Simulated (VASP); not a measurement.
# Te (P6/mmm) in VASP: further runs, part 2 of 2

VASP 6.6.1. The steps go on from the part before.

### 5 Single point, RPBE (volume scaled by 0.96)

INCAR

```
SYSTEM = Te
  PREC = Accurate
  ENCUT = 520
  EDIFF = 1E-7
  ISMEAR = -1
  SIGMA = 0.1
  LREAL = .False.
  LASPH = .True.
  NELM = 60
  ALGO = Normal
  ISIF = 2
  LWAVE = .False.
  LCHARG = .False.
  GGA = RP
  NBANDS = 16
```

KPOINTS

```
Automatic mesh
0
Gamma
  8 8 11
  0 0 0
```

POSCAR

```
Te
1.0
    5.5296766673      0.0000000000      0.0000000000
   -2.7648383336      4.7888404686      0.0000000000
    0.0000000000      0.0000000000      3.2464641440
Te
3
Direct
    0.0000000000      0.0000000000      0.0000000000
    0.3333333333      0.6666666667      0.5000000000
    0.6666666667      0.3333333333      0.5000000000
```

Potentials or basis: VASP PAW PBE potentials, release 64 (Te).

On the command line:

```bash
$ cat potpaw_PBE.64/Te/POTCAR > POTCAR
$ mpirun -np 1 vasp_std > vasp.out
```

OUTCAR:

```text
SYSTEM = Te
   PREC = Accurate
   ENCUT = 520
   EDIFF = 1E-7
   ISMEAR = -1
   LREAL = .False.
   LASPH = .True.
   NELM = 60
   ISIF = 2
   GGA = RP

 ion  position               nearest neighbor table
   1  0.000  0.000  0.000-   2 3.58   3 3.58   2 3.58   3 3.58   2 3.58   2 3.58   3 3.58   3 3.58
                             3 3.58   3 3.58   2 3.58   2 3.58
   2  0.333  0.667  0.500-   3 3.19   3 3.19   3 3.19   1 3.58   1 3.58   1 3.58   1 3.58   1 3.58
                             1 3.58
   3  0.667  0.333  0.500-   2 3.19   2 3.19   2 3.19   1 3.58   1 3.58   1 3.58   1 3.58   1 3.58
                             1 3.58

  LATTYP: Found a hexagonal cell.
 ALAT       =     5.5296766673
 C/A-ratio  =     0.5870983675

  Lattice vectors:

 A1 = (   5.5296766673,   0.0000000000,   0.0000000000)
 A2 = (  -2.7648383336,   4.7888404686,   0.0000000000)
 A3 = (   0.0000000000,   0.0000000000,   3.2464641440)

Analysis of symmetry for initial positions (statically):
=====================================================================
 Subroutine PRICEL returns:
 Original cell was already a primitive cell.

 Routine SETGRP: Setting up the symmetry group for a
 hexagonal supercell.

 Subroutine GETGRP returns: Found 24 space group operations
 (whereof 24 operations were pure point group operations)
 out of a pool of 24 trial point group operations.

The static configuration has the point symmetry D_6h.

Analysis of symmetry for dynamics (positions and initial velocities):
=====================================================================
 Subroutine PRICEL returns:
 Original cell was already a primitive cell.

 Routine SETGRP: Setting up the symmetry group for a
 hexagonal supercell.

 Subroutine GETGRP returns: Found 24 space group operations
 (whereof 24 operations were pure point group operations)
 out of a pool of 24 trial point group operations.

The dynamic configuration has the point symmetry D_6h.

 Subroutine INISYM returns: Found 24 space group operations
 (whereof 24 operations are pure point group operations),
 and found     1 'primitive' translations

----------------------------------------------------------------------------------------

                                     Primitive cell

  volume of cell :      85.9688

  direct lattice vectors                    reciprocal lattice vectors
     5.529676667  0.000000000  0.000000000     0.180842400  0.104409408  0.000000000
    -2.764838334  4.788840469  0.000000000     0.000000000  0.208818817  0.000000000
     0.000000000  0.000000000  3.246464144     0.000000000  0.000000000  0.308027428

  length of vectors
     5.529676667  5.529676667  3.246464144     0.208818817  0.208818817  0.308027428

  position of ions in fractional coordinates (direct lattice)
     0.000000000  0.000000000  0.000000000
     0.333333333  0.666666667  0.500000000
     0.666666667  0.333333333  0.500000000

  ion indices of the primitive-cell ions
   primitive index   ion index
                 1           1
                 2           2
                 3           3

----------------------------------------------------------------------------------------

 KPOINTS: Automatic mesh

Automatic generation of k-mesh.
 Grid dimensions read from file:
 generate k-points for:    8    8   11

 Generating k-lattice:

  Cartesian coordinates                     Fractional coordinates (reciprocal lattice)
     0.022605300  0.013051176  0.000000000     0.125000000  0.000000000  0.000000000
     0.000000000  0.026102352  0.000000000     0.000000000  0.125000000  0.000000000
     0.000000000  0.000000000  0.028002493     0.000000000  0.000000000  0.090909091

  Length of vectors
     0.026102352  0.026102352  0.028002493

  Shift w.r.t. Gamma in fractional coordinates (k-lattice)
     0.000000000  0.000000000  0.000000000

 Subroutine IBZKPT returns following result:
 ===========================================

 Found     60 irreducible k-points:

 Following reciprocal coordinates:
            Coordinates               Weight
  0.000000  0.000000  0.000000      1.000000
  0.125000 -0.000000  0.000000      6.000000
  0.250000 -0.000000  0.000000      6.000000
  0.375000 -0.000000  0.000000      6.000000
  0.500000 -0.000000  0.000000      3.000000
  0.125000  0.125000  0.000000      6.000000
[... 16 lines left out ...]
  0.250000 -0.000000  0.181818     12.000000
  0.375000 -0.000000  0.181818     12.000000
 [... further k-points ...]
   k-points           NKPTS =     60   k-points in BZ     NKDIM =     60   number of bands    NBANDS=     16
   number of dos      NEDOS =    301   number of ions     NIONS =      3
   total plane-waves  NPLWV =  42336
   dimension x,y,z NGX =    42 NGY =   42 NGZ =   24
   dimension x,y,z NGXF=    84 NGYF=   84 NGZF=   48
   ions per type =               3
   NGX,Y,Z   is equivalent  to a cutoff of  12.63, 12.63, 12.29 a.u.
   NGXF,Y,Z  is equivalent  to a cutoff of  25.25, 25.25, 24.58 a.u.
 SYSTEM =  Te
   PREC   = accura    normal or accurate (medium, high low for compatibility)
   ISTART =      0    job   : 0-new  1-cont  2-samecut
   ICHARG =      2    charge: 1-file 2-atom 10-const
   ISPIN  =      1    spin polarized calculation?
   LNONCOLLINEAR =      F non collinear calculations
   LSORBIT =      F    spin-orbit coupling
   LASPH  =      T    aspherical Exc in radial PAW
   ENCUT  =  520.0 eV  38.22 Ry    6.18 a.u.  10.28 10.28  6.04*2*pi/ulx,y,z
   NELM   =     60;   NELMIN=  2; NELMDL= -5     # of ELM steps
   EDIFF  = 0.1E-06   stopping-criterion for ELM
   LREAL  =      F    real-space projection
   EDIFFG = 0.1E-05   stopping-criterion for IOM
   NSW    =      0    number of steps for IOM
   IBRION =     -1    ionic relax: 0-MD 1-quasi-New 2-CG
   NFREE  =      0    steps in history (QN), initial steepest desc. (CG)
   ISIF   =      2    stress and relaxation
   ISYM   =      2    0-nonsym 1-usesym 2-fastsym
   POTIM  = 0.5000    time-step for ionic-motion
   TEBEG  =    0.0;   TEEND  =   0.0 temperature during run
   PSTRESS=    0.0 pullay stress
   NELECT =      18.0000    total number of electrons
   NUPDOWN=      -1.0000    fix difference up-down
   EMIN   =  10.00;   EMAX   =-10.00  energy-range for DOS
   EFERMI =   0.00;   METHOD = LEGACY
   ISMEAR =    -1;   SIGMA  =   0.10  broadening in eV -4-tet -1-fermi 0-gaus
   EFERMI_NEDOS =   21; number of points for ismear=-14 and -15
   IALGO  =     38    algorithm
   IMIX   =      4    mixing-type and parameters
     AMIX     =   0.40;   BMIX     =  1.00
     AMIX_MAG =   1.60;   BMIX_MAG =  1.00
  volume/ion in A,a.u.               =      28.66       193.38
  Fermi-wavevector in a.u.,A,eV,Ry     =   0.972117  1.837036 12.857675  0.945012
  Thomas-Fermi vector in A             =   2.102390
   LORBIT       =      0    0 simple, 1 ext, 2 COOP (PROOUT), +10 PAW based schemes
   GGA     = RP    functional components
   LHFCALC =     F    Hartree Fock is set to
   AEXX    =    0.0000 exact exchange contribution
   IVDW    =     0    specifies the selected vdW correction
   LEPSILON=     F    determine dielectric tensor
   LRPA    =     F    only Hartree local field effects (RPA)
 non-spin polarized calculation
  energy-cutoff  :      520.00
  volume of cell :       85.97
 maximum number of plane-waves:      2340
 NGX is ok and might be reduce to    42
   NGX = 21   NGY = 21   NGZ = 13

 number of electron      18.0000001 magnetization

 Free energy of the ion-electron system (eV)
  ---------------------------------------------------
  ext. energy  EPLUGINS =         0.00000000
  ---------------------------------------------------
  free energy    TOTEN  =        -7.23072803 eV

  energy without entropy =       -7.14962184  energy(sigma->0) =       -7.19017493

 E-fermi :   7.9465     XC(G=0):  -9.9858

 val. band max:        7.9130989739   @ k =   0.5000  -0.0000   0.0000
 cond. band min:       7.9626835495   @ k =   0.2500   0.2500   0.1818
 fundamental gap:      0.0495845756
 Fermi energy:         7.9464622764

 k-point     1 :       0.0000    0.0000    0.0000
  band No.  band energies     occupation
      1      -6.0199      2.00000
      2      -2.6240      2.00000
      3      -2.6045      2.00000
      4       3.2713      2.00000
      5       3.2713      2.00000
      6       3.7295      2.00000
[... 8 lines left out ...]
     15      17.6248      0.00000
     16      17.6248      0.00000
[... 419 lines left out ...]
 k-point    24 :       0.3750   -0.0000    0.1818
  band No.  band energies     occupation
      1      -4.8370      2.00000
      2      -3.5677      2.00000
      3      -2.7281      2.00000
      4       2.4162      2.00000
      5       4.3683      2.00000
      6       6.2544      2.00000
[... 8 lines left out ...]
     15      16.1206      0.00000
     16      16.3968      0.00000

 [... further k-points ...]
[... 5 lines left out ...]
  --------------------------------------------------------------------------------------
  -------------------------------------------------------------------------------------
  Total        1.3206047      1.3206047      0.2292505      0.0000000     -0.0000000      0.0000000
  in kB       24.6117615     24.6117615      4.2724812      0.0000000     -0.0000000      0.0000000
  external PRESSURE =      17.8320014 kB  Pullay stress =       0.0000000 kB

 VOLUME and BASIS-vectors are now :
 -----------------------------------------------------------------------------
  energy-cutoff  :      520.00
  volume of cell :       85.97
      direct lattice vectors                 reciprocal lattice vectors
     5.529676667  0.000000000  0.000000000     0.180842400  0.104409408  0.000000000
    -2.764838334  4.788840469  0.000000000     0.000000000  0.208818817  0.000000000
     0.000000000  0.000000000  3.246464144     0.000000000  0.000000000  0.308027428

 POSITION                                       TOTAL-FORCE (eV/Angst)
 -----------------------------------------------------------------------------------
      0.00000      0.00000      0.00000         0.000000      0.000000     -0.000000
     -0.00000      3.19256      1.62323        -0.000000     -0.000000      0.000000
      2.76484      1.59628      1.62323         0.000000     -0.000000     -0.000000
 -----------------------------------------------------------------------------------
    total drift:                               -0.000000      0.000000     -0.000000

  FREE ENERGIE OF THE ION-ELECTRON SYSTEM (eV)
  ---------------------------------------------------
  free  energy   TOTEN  =        -7.2307280319 eV

  energy  without entropy=       -7.1496218371  energy(sigma->0) =       -7.19017493
```

OSZICAR:

```text
N       E                     dE             d eps       ncg     rms          rms(c)
DAV:   1     0.664940600001E+02    0.66494E+02   -0.65496E+03  1920   0.904E+02
DAV:   2    -0.369424454478E+01   -0.70188E+02   -0.66948E+02  2632   0.136E+02
DAV:   3    -0.721914829806E+01   -0.35249E+01   -0.34972E+01  2368   0.325E+01
DAV:   4    -0.726309902982E+01   -0.43951E-01   -0.43944E-01  2536   0.442E+00
DAV:   5    -0.726404302571E+01   -0.94400E-03   -0.94399E-03  2552   0.627E-01    0.113E+01
DAV:   6    -0.722945901958E+01    0.34584E-01   -0.12026E-01  2224   0.166E+00    0.707E+00
DAV:   7    -0.723142634171E+01   -0.19673E-02   -0.45251E-02  2248   0.119E+00    0.161E+00
DAV:   8    -0.723081002905E+01    0.61631E-03   -0.67461E-03  2304   0.483E-01    0.355E-01
DAV:   9    -0.723077481188E+01    0.35217E-04   -0.78524E-04  2592   0.148E-01    0.238E-01
DAV:  10    -0.723072953702E+01    0.45275E-04   -0.28137E-04  2184   0.803E-02    0.180E-01
DAV:  11    -0.723073039674E+01   -0.85971E-06   -0.53596E-05  2200   0.389E-02    0.371E-02
DAV:  12    -0.723072835007E+01    0.20467E-05   -0.21535E-06  2568   0.968E-03    0.547E-03
DAV:  13    -0.723072800731E+01    0.34275E-06   -0.30931E-07  2448   0.342E-03    0.568E-03
DAV:  14    -0.723072803195E+01   -0.24631E-07   -0.26274E-08  1336   0.102E-03
   1 F= -.72307280E+01 E0= -.71901749E+01  d E =-.811062E-01
```

stdout:

```text
POSCAR found type information on POSCAR Te
 POSCAR found :  1 types and       3 ions
 scaLAPACK will be used
 -----------------------------------------------------------------------------
|                                                                             |
|                                                                             |
|     You enforced a specific xc type in the INCAR file but a different       |
|     I HOPE YOU KNOW WHAT YOU ARE DOING!                                     |
|                                                                             |
 -----------------------------------------------------------------------------

 LDA part: xc-table for (Slater+PW92), standard interpolation
 POSCAR, INCAR and KPOINTS ok, starting setup
 FFT: planning ... GRIDC
 FFT: planning ... GRID_SOFT
 FFT: planning ... GRID
 WAVECAR not read
 entering main loop
```

Run time: 93 s. Hardware: 1 thread of Intel Xeon 6975P-C, shared host; peak memory 0.23 GiB.

Results:

| Item | Value |
| --- | --- |
| Free energy | -7.2307 eV |
| Pressure | 1.8 GPa |
| Band gap on the k mesh | zero (band 9 reaches 10.65 eV, above the bottom of band 10 at 5.57 eV) |

Stress tensor (GPa, compression positive):
```
2.46 0.00 0.00
0.00 2.46 0.00
0.00 0.00 0.43
```

Levels at points of the mesh, in eV from the Fermi level:
```
           k point  band 7  band 8  band 9  band 10  band 11  band 12
(0.00, 0.00, 0.00)   -4.22    0.36    2.71     2.71     3.15     3.36
(0.50, 0.00, 0.00)   -0.36   -0.03    0.31     1.56     1.73     2.83
```

Caveat: the PAW data sets were made with another functional, which shifts forces and pressure a little; spin-orbit coupling is left out, which moves the levels of the heavy elements.

### 6 Overview

```tsv
cell	k mesh	gap on the mesh (eV)	pressure (GPa)
a = 5.605, b = 5.605, c = 3.291 Å, angles 90.0, 90.0, 120.0°, 3 atoms	7 × 7 × 9	none	-0.1
a = 5.372, b = 5.372, c = 3.154 Å, angles 90.0, 90.0, 120.0°, 3 atoms	8 × 8 × 11	none	7.8
a = 5.452, b = 5.452, c = 3.201 Å, angles 90.0, 90.0, 120.0°, 3 atoms	8 × 8 × 11	none	4.4
a = 5.530, b = 5.530, c = 3.246 Å, angles 90.0, 90.0, 120.0°, 3 atoms	8 × 8 × 11	none	1.8
```

Alike in all rows: task single point; level RPBE; potentials or basis VASP PAW PBE potentials, release 64 (Te); no spin polarisation; cutoff (eV) 520; smearing fermi-dirac 0.1 eV.

Caveats: the PAW data sets were made with another functional, which shifts forces and pressure a little; spin-orbit coupling is left out, which moves the levels of the heavy elements.

Absolute energies hang on the potentials; compare differences alone.
